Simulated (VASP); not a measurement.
# LiH (Fm-3m) in VASP: single point with PBE

Aim: the single point of LiH with PBE.

Everything below comes from runs of VASP 6.6.1. Logs are shortened: lines on timing, memory, paths and dates and some standing lists are left out, and cuts for length are marked.

## (1) The cell of the first run

Symmetry: Fm-3m, No. 225, cubic system. The conventional cell has a = 4.065 Å, b = 4.065 Å, c = 4.065 Å, α = 90.00°, β = 90.00°, γ = 90.00°. Li (site symmetry m-3m) has 6 H at 2.03 Å within 2.7 Å. Within 2.7 Å of H (site symmetry m-3m) lie 6 Li at 2.03 Å.

## (2) Single point, PBE

INCAR reads:

```
ALGO     = Normal         # electronic algorithm
EDIFF    = 1E-6           # SCF threshold, eV
ENCUT    = 520            # plane-wave cutoff, eV
GGA      = PE             # functional
ISIF     = 2              # what is computed and relaxed
ISMEAR   = 0              # smearing method
LASPH    = True           # aspherical terms in the spheres
LCHARG   = False          # write CHGCAR
LREAL    = False          # projectors in reciprocal space
LWAVE    = False          # write WAVECAR
NBANDS   = 9              # bands
NELM     = 80             # most SCF steps
PREC     = Accurate       # precision mode
SIGMA    = 0.05           # smearing width, eV
```

KPOINTS reads:

```
k-points
0
Gamma
  10 10 10
```

POSCAR reads:

```
LiH
1.0
    0.0000000000      2.0325000000      2.0325000000
    2.0325000000      0.0000000000      2.0325000000
    2.0325000000      2.0325000000      0.0000000000
Li H
1 1
Direct
    0.0000000000      0.0000000000      0.0000000000
    0.5000000000      0.5000000000      0.5000000000
```

Potentials or basis: VASP PAW PBE potentials, release 64 (Li_sv, H).

On the command line:

```sh
> cat potpaw_PBE.64/Li_sv/POTCAR potpaw_PBE.64/H/POTCAR > POTCAR
> mpirun -np 1 vasp_std > vasp.out
```

OUTCAR:

```text
EDIFF = 1E-6
   ENCUT = 520
   GGA = PE
   ISIF = 2
   ISMEAR = 0
   LASPH = True
   LREAL = False
   NELM = 80
   PREC = Accurate

 ion  position               nearest neighbor table
   1  0.000  0.000  0.000-
   2  0.500  0.500  0.500-

  LATTYP: Found a face centered cubic cell.
 ALAT       =     4.0650000000

  Lattice vectors:

 A1 = (   0.0000000000,   2.0325000000,   2.0325000000)
 A2 = (   2.0325000000,   0.0000000000,   2.0325000000)
 A3 = (   2.0325000000,   2.0325000000,   0.0000000000)

Analysis of symmetry for initial positions (statically):
=====================================================================
 Subroutine PRICEL returns:
 Original cell was already a primitive cell.

 Routine SETGRP: Setting up the symmetry group for a
 face centered cubic supercell.

 Subroutine GETGRP returns: Found 48 space group operations
 (whereof 48 operations were pure point group operations)
 out of a pool of 48 trial point group operations.

The static configuration has the point symmetry O_h .

Analysis of symmetry for dynamics (positions and initial velocities):
=====================================================================
 Subroutine PRICEL returns:
 Original cell was already a primitive cell.

 Routine SETGRP: Setting up the symmetry group for a
 face centered cubic supercell.

 Subroutine GETGRP returns: Found 48 space group operations
 (whereof 48 operations were pure point group operations)
 out of a pool of 48 trial point group operations.

The dynamic configuration has the point symmetry O_h .

 Subroutine INISYM returns: Found 48 space group operations
 (whereof 48 operations are pure point group operations),
 and found     1 'primitive' translations

----------------------------------------------------------------------------------------

                                     Primitive cell

  volume of cell :      16.7927

  direct lattice vectors                    reciprocal lattice vectors
     0.000000000  2.032500000  2.032500000    -0.246002460  0.246002460  0.246002460
     2.032500000  0.000000000  2.032500000     0.246002460 -0.246002460  0.246002460
     2.032500000  2.032500000  0.000000000     0.246002460  0.246002460 -0.246002460

  length of vectors
     2.874389066  2.874389066  2.874389066     0.426088760  0.426088760  0.426088760

  position of ions in fractional coordinates (direct lattice)
     0.000000000  0.000000000  0.000000000
     0.500000000  0.500000000  0.500000000

  ion indices of the primitive-cell ions
   primitive index   ion index
                 1           1
                 2           2

----------------------------------------------------------------------------------------

 KPOINTS: k-points

Automatic generation of k-mesh.
 Grid dimensions read from file:
 generate k-points for:   10   10   10

 Generating k-lattice:

  Cartesian coordinates                     Fractional coordinates (reciprocal lattice)
    -0.024600246  0.024600246  0.024600246     0.100000000  0.000000000  0.000000000
     0.024600246 -0.024600246  0.024600246     0.000000000  0.100000000  0.000000000
     0.024600246  0.024600246 -0.024600246     0.000000000  0.000000000  0.100000000

  Length of vectors
     0.042608876  0.042608876  0.042608876

  Shift w.r.t. Gamma in fractional coordinates (k-lattice)
     0.000000000  0.000000000  0.000000000

 Subroutine IBZKPT returns following result:
 ===========================================

 Found     47 irreducible k-points:

 Following reciprocal coordinates:
            Coordinates               Weight
  0.000000  0.000000  0.000000      1.000000
  0.100000  0.000000  0.000000      8.000000
  0.200000  0.000000  0.000000      8.000000
  0.300000  0.000000  0.000000      8.000000
  0.400000  0.000000  0.000000      8.000000
  0.500000  0.000000  0.000000      4.000000
[... 16 lines left out ...]
  0.300000  0.300000  0.000000      6.000000
  0.400000  0.300000  0.000000     24.000000
 [... further k-points ...]
   k-points           NKPTS =     47   k-points in BZ     NKDIM =     47   number of bands    NBANDS=      9
   number of dos      NEDOS =    301   number of ions     NIONS =      2
   total plane-waves  NPLWV =  13824
   dimension x,y,z NGX =    24 NGY =   24 NGZ =   24
   dimension x,y,z NGXF=    48 NGYF=   48 NGZF=   48
   ions per type =               1   1
   NGX,Y,Z   is equivalent  to a cutoff of  13.88, 13.88, 13.88 a.u.
   NGXF,Y,Z  is equivalent  to a cutoff of  27.76, 27.76, 27.76 a.u.
 SYSTEM =  unknown system
   PREC   = accura    normal or accurate (medium, high low for compatibility)
   ISTART =      0    job   : 0-new  1-cont  2-samecut
   ICHARG =      2    charge: 1-file 2-atom 10-const
   ISPIN  =      1    spin polarized calculation?
   LNONCOLLINEAR =      F non collinear calculations
   LSORBIT =      F    spin-orbit coupling
   LASPH  =      T    aspherical Exc in radial PAW
   ENCUT  =  520.0 eV  38.22 Ry    6.18 a.u.   5.34  5.34  5.34*2*pi/ulx,y,z
   NELM   =     80;   NELMIN=  2; NELMDL= -5     # of ELM steps
   EDIFF  = 0.1E-05   stopping-criterion for ELM
   LREAL  =      F    real-space projection
   EDIFFG = 0.1E-04   stopping-criterion for IOM
   NSW    =      0    number of steps for IOM
   IBRION =     -1    ionic relax: 0-MD 1-quasi-New 2-CG
   NFREE  =      0    steps in history (QN), initial steepest desc. (CG)
   ISIF   =      2    stress and relaxation
   ISYM   =      2    0-nonsym 1-usesym 2-fastsym
   POTIM  = 0.5000    time-step for ionic-motion
   TEBEG  =    0.0;   TEEND  =   0.0 temperature during run
   PSTRESS=    0.0 pullay stress
   NELECT =       4.0000    total number of electrons
   NUPDOWN=      -1.0000    fix difference up-down
   EMIN   =  10.00;   EMAX   =-10.00  energy-range for DOS
   EFERMI =   0.00;   METHOD = LEGACY
   ISMEAR =     0;   SIGMA  =   0.05  broadening in eV -4-tet -1-fermi 0-gaus
   EFERMI_NEDOS =   21; number of points for ismear=-14 and -15
   IALGO  =     38    algorithm
   IMIX   =      4    mixing-type and parameters
     AMIX     =   0.40;   BMIX     =  1.00
     AMIX_MAG =   1.60;   BMIX_MAG =  1.00
  volume/ion in A,a.u.               =       8.40        56.66
  Fermi-wavevector in a.u.,A,eV,Ry     =   1.014817  1.917726 14.012000  1.029853
  Thomas-Fermi vector in A             =   2.148066
   LORBIT       =      0    0 simple, 1 ext, 2 COOP (PROOUT), +10 PAW based schemes
   GGA     = PE    functional components
   LHFCALC =     F    Hartree Fock is set to
   AEXX    =    0.0000 exact exchange contribution
   IVDW    =     0    specifies the selected vdW correction
   LEPSILON=     F    determine dielectric tensor
   LRPA    =     F    only Hartree local field effects (RPA)
 non-spin polarized calculation
 Gauss-broadening in eV      SIGMA  =   0.05
  energy-cutoff  :      520.00
  volume of cell :       16.79
 maximum number of plane-waves:       465
 NGX is ok and might be reduce to    24
   NGX = 11   NGY = 11   NGZ = 11

 number of electron       3.9999998 magnetization

 Free energy of the ion-electron system (eV)
  ---------------------------------------------------
  ext. energy  EPLUGINS =         0.00000000
  ---------------------------------------------------
  free energy    TOTEN  =        -6.12376687 eV

  energy without entropy =       -6.12376687  energy(sigma->0) =       -6.12376687

 E-fermi :   0.1918     XC(G=0):  -8.3775

 val. band max:       -0.1004409521   @ k =   0.5000   0.5000   0.0000
 cond. band min:       2.9077461183   @ k =   0.5000   0.5000   0.0000
 fundamental gap:      3.0081870704
 Fermi energy:         0.1917871185

 k-point     1 :       0.0000    0.0000    0.0000
  band No.  band energies     occupation
      1     -44.4340      2.00000
      2      -5.3747      2.00000
      3      15.4513      0.00000
      4      17.3668      0.00000
      5      17.3668      0.00000
      6      17.3668      0.00000
      7      22.0058      0.00000
      8      22.0058      0.00000
      9      22.0058      0.00000

 k-point     2 :       0.1000    0.0000    0.0000
  band No.  band energies     occupation
      1     -44.4302      2.00000
      2      -5.2007      2.00000
      3      14.0954      0.00000
      4      16.3556      0.00000
      5      16.9940      0.00000
      6      16.9940      0.00000
      7      21.4415      0.00000
      8      22.8152      0.00000
      9      22.8152      0.00000

 k-point     3 :       0.2000    0.0000    0.0000
  band No.  band energies     occupation
      1     -44.4204      2.00000
      2      -4.6921      2.00000
      3      10.9858      0.00000
      4      15.0979      0.00000
      5      16.3894      0.00000
      6      16.3894      0.00000
      7      22.2422      0.00000
      8      22.5971      0.00000
      9      22.5971      0.00000

 k-point     4 :       0.3000    0.0000    0.0000
  band No.  band energies     occupation
      1     -44.4081      2.00000
      2      -3.9073      2.00000
      3       7.9361      0.00000
      4      14.0878      0.00000
      5      16.0215      0.00000
      6      16.0215      0.00000
      7      20.5891      0.00000
      8      20.5891      0.00000
      9      23.7296      0.00000
[... 205 lines left out ...]
 k-point    22 :      -0.2000    0.2000    0.0000
  band No.  band energies     occupation
      1     -44.4040      2.00000
      2      -3.5790      2.00000
      3       9.2720      0.00000
      4       9.3077      0.00000
      5      15.5183      0.00000
      6      16.5376      0.00000
      7      21.1971      0.00000
      8      23.2627      0.00000
      9      24.9140      0.00000

 k-point    23 :       0.3000    0.3000    0.0000
  band No.  band energies     occupation
      1     -44.3999      2.00000
      2      -3.1927      2.00000
      3       8.2832      0.00000
      4      11.8963      0.00000
      5      11.8963      0.00000
      6      15.0727      0.00000
      7      16.8290      0.00000
      8      27.6743      0.00000
      9      30.1372      0.00000

 k-point    24 :       0.4000    0.3000    0.0000
  band No.  band energies     occupation
      1     -44.3923      2.00000
      2      -2.3236      2.00000
      3       6.4666      0.00000
      4      10.1787      0.00000
      5      11.4682      0.00000
      6      15.7618      0.00000
      7      16.9641      0.00000
      8      28.6957      0.00000
      9      29.1946      0.00000

 [... further k-points ...]
[... 5 lines left out ...]
  --------------------------------------------------------------------------------------
  -------------------------------------------------------------------------------------
  Total       -0.1761545     -0.1761545     -0.1761545      0.0000000     -0.0000000      0.0000000
  in kB      -16.8067088    -16.8067088    -16.8067088      0.0000000     -0.0000000      0.0000000
  external PRESSURE =     -16.8067088 kB  Pullay stress =       0.0000000 kB

 VOLUME and BASIS-vectors are now :
 -----------------------------------------------------------------------------
  energy-cutoff  :      520.00
  volume of cell :       16.79
      direct lattice vectors                 reciprocal lattice vectors
     0.000000000  2.032500000  2.032500000    -0.246002460  0.246002460  0.246002460
     2.032500000  0.000000000  2.032500000     0.246002460 -0.246002460  0.246002460
     2.032500000  2.032500000  0.000000000     0.246002460  0.246002460 -0.246002460

 POSITION                                       TOTAL-FORCE (eV/Angst)
 -----------------------------------------------------------------------------------
      0.00000      0.00000      0.00000         0.000000      0.000000     -0.000000
      2.03250      2.03250      2.03250        -0.000000     -0.000000      0.000000
 -----------------------------------------------------------------------------------
    total drift:                                0.000000     -0.000000     -0.000000

  FREE ENERGIE OF THE ION-ELECTRON SYSTEM (eV)
  ---------------------------------------------------
  free  energy   TOTEN  =        -6.1237668703 eV

  energy  without entropy=       -6.1237668703  energy(sigma->0) =       -6.12376687
```

It took 16 s on 1 thread of Intel Xeon 6975P-C, shared host; peak memory 0.1 GiB.

Results:

| Item | Value |
| --- | --- |
| Free energy | -6.1238 eV |
| Band gap on the k mesh | 3.01 eV, direct |

Caveat: the cutoff is under 1.25 times the usual one of these potentials, so pressure, stress and relaxed cells hold a basis-set (Pulay) error. A k mesh can miss the band edges.
